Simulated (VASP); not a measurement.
# ScAl2As3 (P-62m) in VASP: further runs, part 2 of 2

VASP 6.6.1.

## (3) Single point, PBE

This run uses another cell than the first one, of 20.80 Å³/atom, 1.096 times its volume.

Contents of INCAR:

```
SYSTEM = ScAl2As3
PREC = Accurate ; ENCUT = 520
EDIFF = 1E-7 ; ISMEAR = 0
SIGMA = 0.1 ; LREAL = .False.
LASPH = .True. ; NELM = 80
ALGO = Normal ; ISIF = 2
LWAVE = .False. ; LCHARG = .False.
GGA = PE ; NBANDS = 25
```

Contents of KPOINTS:

```
regular mesh
0
Gamma
  6 6 2
  0 0 0
```

Contents of POSCAR:

```
ScAl2As3
1.0
    4.0333624600      0.0000000000      0.0000000000
   -2.0166812300      3.4929943500      0.0000000000
    0.0000000000      0.0000000000      8.8571773500
Sc Al As
1 2 3
Direct
    0.0000000000      0.0000000000      0.0000000000
    0.3333333300      0.6666666700      0.0000000000
    0.6666666700      0.3333333300      0.0000000000
    0.4473283200      0.0000000000      0.5000000000
    0.0000000000      0.4473283200      0.5000000000
    0.5526716800      0.5526716800      0.5000000000
```

Potentials or basis: VASP PAW PBE potentials, release 64 (Sc_sv, Al, As).

Started as:

```sh
$ cat potpaw_PBE.64/Sc_sv/POTCAR potpaw_PBE.64/Al/POTCAR potpaw_PBE.64/As/POTCAR > POTCAR
$ mpirun -np 1 vasp_std > vasp.out
```

OUTCAR:

```text
SYSTEM = ScAl2As3
   PREC = Accurate
   ENCUT = 520
   EDIFF = 1E-7
   ISMEAR = 0
   LREAL = .False.
   LASPH = .True.
   NELM = 80
   ISIF = 2
   GGA = PE

 ion  position               nearest neighbor table
   1  0.000  0.000  0.000-   2 2.33   3 2.33   2 2.33   3 2.33   3 2.33   2 2.33
   2  0.333  0.667  0.000-   3 2.33   1 2.33   3 2.33   1 2.33   1 2.33   3 2.33
   3  0.667  0.333  0.000-   2 2.33   1 2.33   2 2.33   1 2.33   1 2.33   2 2.33
   4  0.447  0.000  0.500-   6 2.05   5 2.05   6 2.05   5 2.05
   5  0.000  0.447  0.500-   4 2.05   4 2.05   6 2.05   6 2.05
   6  0.553  0.553  0.500-   4 2.05   4 2.05   5 2.05   5 2.05

  LATTYP: Found a hexagonal cell.
 ALAT       =     4.0333624600
 C/A-ratio  =     2.1959785261

  Lattice vectors:

 A1 = (   4.0333624600,   0.0000000000,   0.0000000000)
 A2 = (  -2.0166812300,   3.4929943500,   0.0000000000)
 A3 = (   0.0000000000,   0.0000000000,   8.8571773500)

Analysis of symmetry for initial positions (statically):
=====================================================================
 Subroutine PRICEL returns:
 Original cell was already a primitive cell.

 Routine SETGRP: Setting up the symmetry group for a
 hexagonal supercell.

 Subroutine GETGRP returns: Found 12 space group operations
 (whereof 12 operations were pure point group operations)
 out of a pool of 24 trial point group operations.

The static configuration has the point symmetry D_3h.

Analysis of symmetry for dynamics (positions and initial velocities):
=====================================================================
 Subroutine PRICEL returns:
 Original cell was already a primitive cell.

 Routine SETGRP: Setting up the symmetry group for a
 hexagonal supercell.

 Subroutine GETGRP returns: Found 12 space group operations
 (whereof 12 operations were pure point group operations)
 out of a pool of 24 trial point group operations.

The dynamic configuration has the point symmetry D_3h.

 Subroutine INISYM returns: Found 12 space group operations
 (whereof 12 operations are pure point group operations),
 and found     1 'primitive' translations

----------------------------------------------------------------------------------------

                                     Primitive cell

  volume of cell :     124.7845

  direct lattice vectors                    reciprocal lattice vectors
     4.033362460  0.000000000  0.000000000     0.247932094  0.143143661  0.000000000
    -2.016681230  3.492994350  0.000000000     0.000000000  0.286287323  0.000000000
     0.000000000  0.000000000  8.857177350     0.000000000  0.000000000  0.112902786

  length of vectors
     4.033362460  4.033362457  8.857177350     0.286287322  0.286287323  0.112902786

  position of ions in fractional coordinates (direct lattice)
     0.000000000  0.000000000  0.000000000
     0.333333330  0.666666670  0.000000000
     0.666666670  0.333333330  0.000000000
     0.447328320  0.000000000  0.500000000
     0.000000000  0.447328320  0.500000000
     0.552671680  0.552671680  0.500000000

  ion indices of the primitive-cell ions
[... 38 lines left out ...]
  0.333333  0.000000  0.000000      6.000000
  0.500000  0.000000  0.000000      3.000000
  0.166667  0.166667  0.000000      6.000000
  0.333333  0.166667  0.000000     12.000000
  0.333333  0.333333  0.000000      2.000000
  0.000000  0.000000  0.500000      1.000000
  0.166667  0.000000  0.500000      6.000000
  0.333333  0.000000  0.500000      6.000000
  0.500000  0.000000  0.500000      3.000000
  0.166667  0.166667  0.500000      6.000000
  0.333333  0.166667  0.500000     12.000000
  0.333333  0.333333  0.500000      2.000000
   k-points           NKPTS =     14   k-points in BZ     NKDIM =     14   number of bands    NBANDS=     25
   number of dos      NEDOS =    301   number of ions     NIONS =      6
   total plane-waves  NPLWV =  63000
   dimension x,y,z NGX =    30 NGY =   30 NGZ =   70
   dimension x,y,z NGXF=    60 NGYF=   60 NGZF=  140
   ions per type =               1   2   3
   NGX,Y,Z   is equivalent  to a cutoff of  12.37, 12.37, 13.14 a.u.
   NGXF,Y,Z  is equivalent  to a cutoff of  24.73, 24.73, 26.28 a.u.
 SYSTEM =  ScAl2As3
   PREC   = accura    normal or accurate (medium, high low for compatibility)
   ISTART =      0    job   : 0-new  1-cont  2-samecut
   ICHARG =      2    charge: 1-file 2-atom 10-const
   ISPIN  =      1    spin polarized calculation?
   LNONCOLLINEAR =      F non collinear calculations
   LSORBIT =      F    spin-orbit coupling
   LASPH  =      T    aspherical Exc in radial PAW
   ENCUT  =  520.0 eV  38.22 Ry    6.18 a.u.   7.50  7.50 16.47*2*pi/ulx,y,z
   NELM   =     80;   NELMIN=  2; NELMDL= -5     # of ELM steps
   EDIFF  = 0.1E-06   stopping-criterion for ELM
   LREAL  =      F    real-space projection
   EDIFFG = 0.1E-05   stopping-criterion for IOM
   NSW    =      0    number of steps for IOM
   IBRION =     -1    ionic relax: 0-MD 1-quasi-New 2-CG
   NFREE  =      0    steps in history (QN), initial steepest desc. (CG)
   ISIF   =      2    stress and relaxation
   ISYM   =      2    0-nonsym 1-usesym 2-fastsym
   POTIM  = 0.5000    time-step for ionic-motion
   TEBEG  =    0.0;   TEEND  =   0.0 temperature during run
   PSTRESS=    0.0 pullay stress
   NELECT =      32.0000    total number of electrons
   NUPDOWN=      -1.0000    fix difference up-down
   EMIN   =  10.00;   EMAX   =-10.00  energy-range for DOS
   EFERMI =   0.00;   METHOD = LEGACY
   ISMEAR =     0;   SIGMA  =   0.10  broadening in eV -4-tet -1-fermi 0-gaus
   EFERMI_NEDOS =   21; number of points for ismear=-14 and -15
   IALGO  =     38    algorithm
   IMIX   =      4    mixing-type and parameters
     AMIX     =   0.40;   BMIX     =  1.00
     AMIX_MAG =   1.60;   BMIX_MAG =  1.00
  volume/ion in A,a.u.               =      20.80       140.35
  Fermi-wavevector in a.u.,A,eV,Ry     =   1.040091  1.965487 14.718636  1.081789
  Thomas-Fermi vector in A             =   2.174651
   LORBIT       =      0    0 simple, 1 ext, 2 COOP (PROOUT), +10 PAW based schemes
   GGA     = PE    functional components
   LHFCALC =     F    Hartree Fock is set to
   AEXX    =    0.0000 exact exchange contribution
   IVDW    =     0    specifies the selected vdW correction
   LEPSILON=     F    determine dielectric tensor
   LRPA    =     F    only Hartree local field effects (RPA)
 non-spin polarized calculation
 Gauss-broadening in eV      SIGMA  =   0.10
  energy-cutoff  :      520.00
  volume of cell :      124.78
 maximum number of plane-waves:      3404
 NGX is ok and might be reduce to    30
   NGX = 15   NGY = 15   NGZ = 33

 number of electron      32.0000001 magnetization

 Free energy of the ion-electron system (eV)
  ---------------------------------------------------
  ext. energy  EPLUGINS =         0.00000000
  ---------------------------------------------------
  free energy    TOTEN  =        -9.04124865 eV

  energy without entropy =       -9.01300893  energy(sigma->0) =       -9.02712879

 E-fermi :   5.4897     XC(G=0):  -9.1539

 val. band max:        5.4854869489   @ k =   0.3333   0.1667   0.5000
 cond. band min:       5.4989967686   @ k =   0.3333   0.1667   0.0000
 fundamental gap:      0.0135098197
 Fermi energy:         5.4896582978

 k-point     1 :       0.0000    0.0000    0.0000
  band No.  band energies     occupation
      1     -43.5166      2.00000
      2     -22.5189      2.00000
      3     -22.5189      2.00000
      4     -22.2030      2.00000
      5     -14.2781      2.00000
      6      -5.7870      2.00000
[... 381 lines left out ...]
     24       9.8507      0.00000
     25      11.5313      0.00000

------------------------ aborting loop because EDIFF is reached ----------------------------------------

  FORCE on cell =-STRESS in cart. coord.  units (eV):
  Direction    XX          YY          ZZ          XY          YZ          ZX
  --------------------------------------------------------------------------------------
  -------------------------------------------------------------------------------------
  Total       85.6593387     85.6593386     -1.0501701      0.0000000      0.0000000      0.0000000
  in kB     1099.8281318   1099.8281299    -13.4837215      0.0000000      0.0000000      0.0000000
  external PRESSURE =     728.7241801 kB  Pullay stress =       0.0000000 kB

 VOLUME and BASIS-vectors are now :
 -----------------------------------------------------------------------------
  energy-cutoff  :      520.00
  volume of cell :      124.78
      direct lattice vectors                 reciprocal lattice vectors
     4.033362460  0.000000000  0.000000000     0.247932094  0.143143661  0.000000000
    -2.016681230  3.492994350  0.000000000     0.000000000  0.286287323  0.000000000
     0.000000000  0.000000000  8.857177350     0.000000000  0.000000000  0.112902786

 POSITION                                       TOTAL-FORCE (eV/Angst)
 -----------------------------------------------------------------------------------
      0.00000      0.00000      0.00000        -0.000000      0.000000      0.000000
     -0.00000      2.32866      0.00000        -0.000000      0.000000      0.000000
      2.01668      1.16433      0.00000        -0.000000      0.000000      0.000000
      1.80424      0.00000      4.42859        -3.702064      0.000000      0.000000
     -0.90212      1.56252      4.42859         1.851032     -3.206082     -0.000000
      1.11456      1.93048      4.42859         1.851032      3.206082      0.000000
 -----------------------------------------------------------------------------------
    total drift:                               -0.000000     -0.000000      0.000000

  FREE ENERGIE OF THE ION-ELECTRON SYSTEM (eV)
  ---------------------------------------------------
  free  energy   TOTEN  =        -9.0412486466 eV

  energy  without entropy=       -9.0130089339  energy(sigma->0) =       -9.02712879
```

Run time: 1.7 min. Hardware: 1 thread of AMD EPYC 7R43 (Zen 3), shared host; peak memory 0.2 GiB.

Results:

| Quantity | Value |
| --- | --- |
| Free energy | -9.0412 eV |
| Pressure | 72.9 GPa |
| Largest force | 3.702 eV/Å |
| Band gap on the k mesh | zero (band 16 reaches 5.95 eV, above the bottom of band 17 at 4.64 eV) |

Forces on the atoms (eV/Å):
```
Sc   0.000  0.000  0.000
Al   0.000  0.000  0.000
Al   0.000  0.000  0.000
As  -3.702  0.000  0.000
As   1.851 -3.206  0.000
As   1.851  3.206  0.000
```

Stress tensor (GPa, compression positive):
```
109.98   0.00   0.00
  0.00 109.98   0.00
  0.00   0.00  -1.35
```

Levels at points of the mesh, in eV from the Fermi level:
```csv
k point,band 12,band 13,band 14,band 15,band 16,band 17,band 18,band 19,band 20,band 21
"(0.00, 0.00, 0.00)",-6.08,-3.08,-3.08,-2.36,-0.37,0.63,1.45,1.45,2.39,2.39
"(0.50, 0.00, 0.00)",-3.66,-1.97,-0.78,-0.47,0.34,0.57,0.95,0.99,1.30,1.34
"(0.00, 0.00, 0.50)",-6.08,-3.08,-3.08,-2.78,0.38,0.58,1.45,1.45,2.41,2.41
"(0.50, 0.00, 0.50)",-3.59,-2.15,-0.80,-0.47,0.34,0.59,0.73,0.97,1.09,1.61
```

Caveat: forces of over 1 eV/Å act on the atoms, so gaps and moduli don't describe the material at rest.

## (4) Single point, PBE

This run uses another cell than the first one, of 19.53 Å³/atom, 1.030 times its volume.

Contents of INCAR:

```
SYSTEM = ScAl2As3
PREC = Accurate
ENCUT = 520
EDIFF = 1E-6
ISMEAR = 0
SIGMA = 0.1
LREAL = .FALSE.
LASPH = .TRUE.
NELM = 60
ALGO = Normal
ISIF = 2
LWAVE = .FALSE.
LCHARG = .FALSE.
GGA = PE
NBANDS = 25
```

Contents of KPOINTS:

```
regular mesh
0
G
  6 6 4
  0 0 0
```

Contents of POSCAR:

```
ScAl2As3
1.0
    5.2028908596      0.0000000000      0.0000000000
   -2.6014454298      4.5058356575      0.0000000000
    0.0000000000      0.0000000000      4.9995735130
Sc Al As
1 2 3
Direct
    0.0000000000      0.0000000000      0.0000000000
    0.3333333333      0.6666666667      0.0000000000
    0.6666666667      0.3333333333      0.0000000000
    0.2842473637      0.0000000000      0.5000000000
    0.0000000000      0.2842473637      0.5000000000
    0.7157526363      0.7157526363      0.5000000000
```

Started as:

```sh
$ cat potpaw_PBE.64/Sc_sv/POTCAR potpaw_PBE.64/Al/POTCAR potpaw_PBE.64/As/POTCAR > POTCAR
$ mpirun -np 1 vasp_std > vasp.out
```

Wall time 1.9 min (1 thread of AMD EPYC 7R43 (Zen 3), shared host); peak memory 0.23 GiB.

It converged, with:

| Property | Result |
| --- | --- |
| Free energy | -28.5784 eV |
| Pressure | 0.3 GPa |
| Largest force | 0.037 eV/Å |
| Band gap on the k mesh | zero (band 16 reaches 6.30 eV, above the bottom of band 17 at 5.53 eV) |

Forces on the atoms (eV/Å):
```
Sc   0.000  0.000  0.000
Al   0.000  0.000  0.000
Al   0.000  0.000  0.000
As   0.037  0.000  0.000
As  -0.018  0.032  0.000
As  -0.018 -0.032  0.000
```

Stress tensor (GPa, compression positive):
```
0.18 0.00 0.00
0.00 0.18 0.00
0.00 0.00 0.44
```

Levels at points of the mesh, in eV from the Fermi level:
```
           k point  band 13  band 14  band 15  band 16  band 17  band 18  band 19  band 20
(0.00, 0.00, 0.00)    -3.20    -1.44    -1.44    -0.21    -0.21     2.33     2.50     2.50
(0.50, 0.00, 0.00)    -2.18    -1.96    -1.34    -0.44     0.34     0.59     1.49     1.72
(0.00, 0.00, 0.50)    -2.66    -2.33    -1.94    -0.88    -0.47    -0.47     2.43     2.43
(0.50, 0.00, 0.50)    -1.72    -0.94    -0.06     0.13     0.36     1.73     1.85     2.28
```

## (5) Summary

```tsv
cell	k mesh	gap on the mesh (eV)	pressure (GPa)	largest force (eV/Å)
a = 5.248, b = 5.248, c = 4.772 Å, angles 90.0, 90.0, 120.0°, 6 atoms	6 × 6 × 2	none	0.3	0.03
a = 4.033, b = 4.033, c = 8.857 Å, angles 90.0, 90.0, 120.0°, 6 atoms	6 × 6 × 2	none	72.9	3.70
a = 5.203, b = 5.203, c = 5.000 Å, angles 90.0, 90.0, 120.0°, 6 atoms	6 × 6 × 4	none	0.3	0.04
```

Alike in all rows: task single point; level PBE; potentials or basis VASP PAW PBE potentials, release 64 (Sc_sv, Al, As); no spin polarisation; cutoff (eV) 520; smearing gaussian 0.1 eV.

Caveats: some runs use coarse meshes; forces of over 1 eV/Å act on the atoms, so gaps and moduli don't describe the material at rest (some runs).

Absolute energies hang on the potentials; compare differences alone.
